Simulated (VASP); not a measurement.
# BaIr2C2 (I4/mmm) in VASP: single point with HSE06

Aim: the single point of BaIr2C2 with HSE06.

Program: VASP 6.6.1. These are calculated values, not measurements. Logs are shortened: lines on timing, memory, paths and dates and some standing lists are left out, and cuts for length are marked.

### 1 The cell of the first run

The structure is tetragonal, space group I4/mmm (No. 139). The conventional cell has a = 3.710 Å, b = 3.710 Å, c = 11.820 Å, α = 90.00°, β = 90.00°, γ = 90.00°. Within 2.9 Å of C (site symmetry 4mm) lie 4 Ir at 2.21 Å. Within 2.9 Å of Ir (site symmetry -4m2) lie 4 C at 2.21 Å and 4 Ir at 2.62 Å. Within 4.2 Å of Ba (site symmetry 4/mmm) lie 10 C at 3.15 to 4.16 Å and 8 Ir at 3.49 Å and 4 Ba at 3.71 Å.

### 2 Single point, HSE06, collinear spin

POSCAR

```
BaIr2C2
1.0
    0.0000000000      3.7100509900      0.0000000000
    3.7100509900      0.0000000000      0.0000000000
    1.8550255000      1.8550255000     -5.9101328700
C Ir Ba
2 2 1
Direct
    0.3523000000      0.3523000000      0.2954000000
    0.6477000000      0.6477000000      0.7046000000
    0.7500000000      0.2500000000      0.5000000000
    0.2500000000      0.7500000000      0.5000000000
    0.0000000000      0.0000000000      0.0000000000
```

INCAR.step1

```
SYSTEM = BaIr2C2
PREC = Accurate ; ENCUT = 520
EDIFF = 1E-5 ; ISMEAR = 0
SIGMA = 0.013 ; LREAL = .FALSE.
LASPH = .TRUE. ; NELM = 200
ALGO = Normal ; ISIF = 2
LWAVE = .TRUE. ; ISPIN = 2
MAGMOM = 0 0 1 -1 0 ; LORBIT = 11
LMAXMIX = 4 ; NBANDS = 38
GGA = PE ; ISYM = 0
GGA_COMPAT = .FALSE.
```

INCAR.step2

```
SYSTEM = BaIr2C2
PREC = Accurate ; ENCUT = 520
EDIFF = 1E-6 ; ISMEAR = 0
SIGMA = 0.013 ; LREAL = .FALSE.
LASPH = .TRUE. ; NELM = 200
ALGO = Normal ; ISIF = 2
LWAVE = .FALSE. ; LCHARG = .TRUE.
ISPIN = 2 ; MAGMOM = 0 0 1 -1 0
LORBIT = 11 ; LMAXMIX = 4
GGA = PE ; LHFCALC = .TRUE.
HFSCREEN = 0.2079 ; PRECFOCK = Normal
LELF = .TRUE. ; LVHAR = .TRUE.
NBANDS = 38 ; ISTART = 1
ISYM = 0 ; GGA_COMPAT = .FALSE.
```

KPOINTS

```
Automatic mesh
0
G
  3 3 2
  0 0 0
```

Potentials or basis: VASP PAW PBE potentials, release 64 (C, Ir_sv_GW, Ba_sv).

Run with:

```sh
cat potpaw_PBE.64/C/POTCAR potpaw_PBE.64/Ir_sv_GW/POTCAR potpaw_PBE.64/Ba_sv/POTCAR > POTCAR
cp INCAR.step1 INCAR
mpirun -np 1 vasp_std > vasp.out
cp INCAR.step2 INCAR
mpirun -np 1 vasp_std > vasp.out
```

OUTCAR:

```text
SYSTEM = BaIr2C2
   PREC = Accurate
   ENCUT = 520
   EDIFF = 1E-6
   ISMEAR = 0
   LREAL = .FALSE.
   LASPH = .TRUE.
   NELM = 200
   ISIF = 2
   ISPIN = 2
   LORBIT = 11
   GGA = PE
   LHFCALC = .TRUE.
   HFSCREEN = 0.2079
   PRECFOCK = Normal
   ISTART = 1
   ISYM = 0

 ion  position               nearest neighbor table
   1  0.352  0.352  0.295-   4 2.21   3 2.21   3 2.21   4 2.21   5 3.15   5 3.15   5 3.15   5 3.15

   2  0.648  0.648  0.705-   4 2.21   3 2.21   3 2.21   4 2.21   5 3.15   5 3.15   5 3.15   5 3.15

   3  0.750  0.250  0.500-   1 2.21   2 2.21   2 2.21   1 2.21   4 2.62   4 2.62   4 2.62   4 2.62
                             5 3.49   5 3.49   5 3.49   5 3.49
   4  0.250  0.750  0.500-   1 2.21   2 2.21   2 2.21   1 2.21   3 2.62   3 2.62   3 2.62   3 2.62
                             5 3.49   5 3.49   5 3.49   5 3.49
   5  0.000  0.000  0.000-   2 3.15   1 3.15   2 3.15   1 3.15   1 3.15   2 3.15   2 3.15   1 3.15
                             3 3.49   4 3.49   4 3.49   3 3.49   4 3.49   3 3.49   4 3.49   3 3.49

IMPORTANT INFORMATION: All symmetrisations will be switched off!
NOSYMM: (Re-)initialisation of all symmetry stuff for point group C_1.

----------------------------------------------------------------------------------------

                                     Primitive cell

  volume of cell :      81.3499

  direct lattice vectors                    reciprocal lattice vectors
     0.000000000  3.710050990  0.000000000     0.000000000  0.269538074  0.084600467
     3.710050990  0.000000000  0.000000000     0.269538074  0.000000000  0.084600467
     1.855025500  1.855025500 -5.910132870     0.000000000  0.000000000 -0.169200934

  length of vectors
     3.710050990  3.710050990  6.466212937     0.282503120  0.282503120  0.169200934

  position of ions in fractional coordinates (direct lattice)
     0.352300000  0.352300000  0.295400000
     0.647700000  0.647700000  0.704600000
     0.750000000  0.250000000  0.500000000
     0.250000000  0.750000000  0.500000000
     0.000000000  0.000000000  0.000000000

  ion indices of the primitive-cell ions
   primitive index   ion index
                 1           1
                 2           2
                 3           3
                 4           4
                 5           5

----------------------------------------------------------------------------------------

 KPOINTS: Automatic mesh

Automatic generation of k-mesh.
 Grid dimensions read from file:
 generate k-points for:    3    3    2

 Generating k-lattice:

  Cartesian coordinates                     Fractional coordinates (reciprocal lattice)
     0.000000000  0.089846025  0.028200156     0.333333333  0.000000000 -0.000000000
     0.089846025  0.000000000  0.028200156     0.000000000  0.333333333 -0.000000000
     0.000000000  0.000000000 -0.084600467     0.000000000  0.000000000  0.500000000

  Length of vectors
     0.094167707  0.094167707  0.084600467

  Shift w.r.t. Gamma in fractional coordinates (k-lattice)
     0.000000000  0.000000000  0.000000000

 -----------------------------------------------------------------------------
|                                                                             |
|           W    W    AA    RRRRR   N    N  II  N    N   GGGG   !!!           |
|           W    W   A  A   R    R  NN   N  II  NN   N  G    G  !!!           |
|           W    W  A    A  R    R  N N  N  II  N N  N  G       !!!           |
|           W WW W  AAAAAA  RRRRR   N  N N  II  N  N N  G  GGG   !            |
|           WW  WW  A    A  R   R   N   NN  II  N   NN  G    G                |
|           W    W  A    A  R    R  N    N  II  N    N   GGGG   !!!           |
|                                                                             |
|     Your reciprocal lattice and k-lattice belong to different lattice       |
|     classes:                                                                |
|                                                                             |
|        The reciprocal lattice is body-centered tetragonal,                  |
|        whereas your k-lattice is base-centered monoclinic.                  |
|                                                                             |
|     Results are often still useful ...                                      |
[... 30 lines left out ...]
   NGXF,Y,Z  is equivalent  to a cutoff of  25.09, 25.09, 24.68 a.u.
 SYSTEM =  BaIr2C2
   PREC   = accura    normal or accurate (medium, high low for compatibility)
   ISTART =      1    job   : 0-new  1-cont  2-samecut
   ICHARG =      0    charge: 1-file 2-atom 10-const
   ISPIN  =      2    spin polarized calculation?
   LNONCOLLINEAR =      F non collinear calculations
   LSORBIT =      F    spin-orbit coupling
   LASPH  =      T    aspherical Exc in radial PAW
   ENCUT  =  520.0 eV  38.22 Ry    6.18 a.u.   6.90  6.90 12.02*2*pi/ulx,y,z
   NELM   =    200;   NELMIN=  2; NELMDL=  0     # of ELM steps
   EDIFF  = 0.1E-05   stopping-criterion for ELM
   LREAL  =      F    real-space projection
   EDIFFG = 0.1E-04   stopping-criterion for IOM
   NSW    =      0    number of steps for IOM
   IBRION =     -1    ionic relax: 0-MD 1-quasi-New 2-CG
   NFREE  =      0    steps in history (QN), initial steepest desc. (CG)
   ISIF   =      2    stress and relaxation
   ISYM   =      0    0-nonsym 1-usesym 2-fastsym
   POTIM  = 0.5000    time-step for ionic-motion
   TEBEG  =    0.0;   TEEND  =   0.0 temperature during run
   PSTRESS=    0.0 pullay stress
   NELECT =      52.0000    total number of electrons
   NUPDOWN=      -1.0000    fix difference up-down
   EMIN   =  10.00;   EMAX   =-10.00  energy-range for DOS
   EFERMI =   0.00;   METHOD = LEGACY
   ISMEAR =     0;   SIGMA  =   0.01  broadening in eV -4-tet -1-fermi 0-gaus
   EFERMI_NEDOS =   21; number of points for ismear=-14 and -15
   IALGO  =     38    algorithm
   IMIX   =      1    mixing-type and parameters
     AMIX     =   0.40;   BMIX     =  1.00
     AMIX_MAG =   1.60;   BMIX_MAG =  1.00
  volume/ion in A,a.u.               =      16.27       109.80
  Fermi-wavevector in a.u.,A,eV,Ry     =   1.410231  2.664950 27.058609  1.988752
  Thomas-Fermi vector in A             =   2.532206
   LORBIT       =     11    0 simple, 1 ext, 2 COOP (PROOUT), +10 PAW based schemes
   GGA     = PE    functional components
   LHFCALC =     T    Hartree Fock is set to
   PRECFOCK=normal    Normal, Fast or Accurate (Low or Medium for compatibility)
   ENCUT4O =  -1.0   cutoff for four orbital integrals eV
   NKREDX  =     1    reduce k-point grid by
   NKREDY  =     1    reduce k-point grid by
   NKREDZ  =     1    reduce k-point grid by
   AEXX    =    0.2500 exact exchange contribution
   HFSCREEN=    0.2079 screening length (either q_TF or 0.3 A-1)
   HFSCREENC=   0.2079 screening length for correlation (either q_TF or 0.3 A-1)
   ENCUTFOCK=  -1.0 apply spherical cutoff to Coloumb kernel
   IVDW    =     0    specifies the selected vdW correction
   LEPSILON=     F    determine dielectric tensor
   LRPA    =     F    only Hartree local field effects (RPA)
 spin polarized calculation
 Gauss-broadening in eV      SIGMA  =   0.01
  energy-cutoff  :      520.00
  volume of cell :       81.35
 maximum number of plane-waves:      2204
  NGX = 24; NGY = 24; NGZ = 40

 number of electron      51.9999998 magnetization      -0.1122946

 Free energy of the ion-electron system (eV)
  ---------------------------------------------------
  ext. energy  EPLUGINS =         0.00000000
  ---------------------------------------------------
  free energy    TOTEN  =       -40.68655548 eV

  energy without entropy =      -40.68655548  energy(sigma->0) =      -40.68655548

 E-fermi :   7.3894     XC(G=0):  -9.5199

 val. band max:        7.3111889870   @ k =  -0.3333   0.3333   0.5000
 cond. band min:       7.5042051737   @ k =   0.0000   0.0000   0.5000
 fundamental gap:      0.1930161867
 Fermi energy:         7.3894337776

 spin component 1

 k-point     1 :       0.0000    0.0000    0.0000
  band No.  band energies     occupation
      1     -89.9737      1.00000
      2     -89.8911      1.00000
      3     -45.8754      1.00000
      4     -45.8728      1.00000
      5     -45.3629      1.00000
      6     -45.2452      1.00000
[... 399 lines left out ...]
     37      15.8182      0.00000
     38      16.7121      0.00000
 Fermi energy:         7.3894337776

 spin component 2

 k-point     1 :       0.0000    0.0000    0.0000
  band No.  band energies     occupation
      1     -89.9936      1.00000
      2     -89.9109      1.00000
      3     -45.9109      1.00000
      4     -45.9059      1.00000
      5     -45.3716      1.00000
      6     -45.2847      1.00000
[... 399 lines left out ...]
     37      15.7938      0.00000
     38      16.6979      0.00000

------------------------ aborting loop because EDIFF is reached ----------------------------------------

  FORCE on cell =-STRESS in cart. coord.  units (eV):
  Direction    XX          YY          ZZ          XY          YZ          ZX
  --------------------------------------------------------------------------------------
  -------------------------------------------------------------------------------------
  Total       -3.6991457     -3.6991463     -5.6842564     -0.3522211      0.0171416      0.0171417
  in kB      -72.8542719    -72.8542822   -111.9508096     -6.9369569      0.3376022      0.3376049
  external PRESSURE =     -85.8864546 kB  Pullay stress =       0.0000000 kB

 VOLUME and BASIS-vectors are now :
 -----------------------------------------------------------------------------
  energy-cutoff  :      520.00
  volume of cell :       81.35
      direct lattice vectors                 reciprocal lattice vectors
     0.000000000  3.710050990  0.000000000     0.000000000  0.269538074  0.084600467
     3.710050990  0.000000000  0.000000000     0.269538074  0.000000000  0.084600467
     1.855025500  1.855025500 -5.910132870     0.000000000  0.000000000 -0.169200934

 POSITION                                       TOTAL-FORCE (eV/Angst)
 -----------------------------------------------------------------------------------
      1.85503      1.85503     -1.74585         0.020965      0.020965     -2.915604
      3.71005      3.71005     -4.16428        -0.020965     -0.020965      2.915604
      1.85503      3.71005     -2.95507         0.003459     -0.003459      0.000000
      3.71005      1.85503     -2.95507        -0.003459      0.003459      0.000000
      0.00000      0.00000      0.00000         0.000000     -0.000000     -0.000000
 -----------------------------------------------------------------------------------
    total drift:                               -0.000000      0.000000      0.000001

  FREE ENERGIE OF THE ION-ELECTRON SYSTEM (eV)
  ---------------------------------------------------
  free  energy   TOTEN  =       -40.6865554752 eV

  energy  without entropy=      -40.6865554752  energy(sigma->0) =      -40.68655548

 total charge

# of ion       s       p       d       f       tot
--------------------------------------------------
    1        0.901   1.267   0.000   0.000   2.168
    2        0.901   1.267   0.000   0.000   2.168
    3        3.985   6.105   6.474   0.022  16.586
    4        3.985   6.105   6.474   0.022  16.586
    5        2.004   5.609   0.330   0.000   7.944
--------------------------------------------------
tot         11.776  20.353  13.278   0.044  45.451

 magnetization (x)

# of ion       s       p       d       f       tot
--------------------------------------------------
    1       -0.001  -0.003   0.000   0.000  -0.005
    2       -0.001  -0.003   0.000   0.000  -0.005
    3        0.000  -0.002  -0.023  -0.000  -0.024
    4        0.000  -0.002  -0.023  -0.000  -0.024
    5       -0.000  -0.000  -0.008   0.000  -0.009
--------------------------------------------------
tot         -0.002  -0.010  -0.053  -0.000  -0.066
```

It took 32 min on 1 thread of Intel Xeon 6975P-C (Granite Rapids), shared host; peak memory 0.4 GiB.

What came out:

| Item | Value |
| --- | --- |
| Free energy | -40.6866 eV |
| Pressure | -8.6 GPa |
| Largest force | 2.916 eV/Å |
| Net moment | -0.11 μB per cell |
| Site moments | C -0.01; Ir -0.02; Ba -0.01 μB |
| Valence electrons inside the program's atomic spheres | C 2.17; Ir 16.59; Ba 7.94 |

Forces on the atoms (eV/Å):
```
C    0.021  0.021 -2.916
C   -0.021 -0.021  2.916
Ir   0.003 -0.003  0.000
Ir  -0.003  0.003  0.000
Ba   0.000  0.000  0.000
```

Stress tensor (GPa, compression positive):
```
 -7.29  -0.69   0.03
 -0.69  -7.29   0.03
  0.03   0.03 -11.20
```

Levels at points of the mesh, in eV from the Fermi level:
Spin up:
| k point | band 23 | band 24 | band 25 | band 26 | band 27 | band 28 | band 29 | band 30 |
| --- | --- | --- | --- | --- | --- | --- | --- | --- |
| (0.00, 0.00, 0.00) | -2.34 | -0.47 | -0.46 | -0.44 | 0.74 | 1.82 | 2.20 | 2.44 |
| (0.00, 0.00, 0.50) | -1.01 | -0.64 | -0.46 | 0.15 | 0.17 | 1.91 | 2.44 | 3.52 |
Spin down:
| k point | band 24 | band 25 | band 26 | band 27 | band 28 | band 29 |
| --- | --- | --- | --- | --- | --- | --- |
| (0.00, 0.00, 0.00) | -0.57 | -0.49 | -0.46 | 0.73 | 1.78 | 2.15 |
| (0.00, 0.00, 0.50) | -0.65 | -0.56 | 0.11 | 0.14 | 1.90 | 2.43 |

Caveat: the k points lie up to 0.59 Å⁻¹ apart; the PAW data sets were made with another functional, which shifts forces and pressure a little; spin-orbit coupling is left out, which moves the levels of the heavy elements.
